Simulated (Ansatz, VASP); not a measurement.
# NbP in VASP and in Ansatz

```
Nb P
1.0
    -1.69696    1.69696    5.81564
     1.69696   -1.69696    5.81564
     1.69696    1.69696   -5.81564
Nb P
2 2
Direct
  0.24988 0.74988 0.50000
  0.49988 0.49988 0.00000
  0.83275 0.33275 0.50000
  0.08275 0.08275 0.00000
```

Alike in both runs: task single point; functional LDA; k mesh 11 × 11 × 11; occupations fermi-dirac, width 0.05 eV; no spin polarisation.

```csv
,VASP,Ansatz
version,VASP 6.6.1,Ansatz 0.2.0
potentials or method,"VASP PAW LDA potentials, release 64 (Nb_sv, P)",Ansatz PAW
plane-wave cutoff (eV),520,420
valence electrons in the cell,36,36
```

|  | VASP | Ansatz | Ansatz less VASP |
| --- | --- | --- | --- |
| gap on the k mesh at the Fermi level (eV) | none | none | - |
| pressure (GPa) | -15.6 | -15.5 | +0.10 |
| traceless stress, the component that is largest in VASP (GPa) | 0.80 | 0.80 | +0.005 |

LDA's correlation is that of Perdew and Zunger in VASP and of Perdew and Wang (1992) in Ansatz. A gap of «none» marks a metal or a gap that the smearing closes.
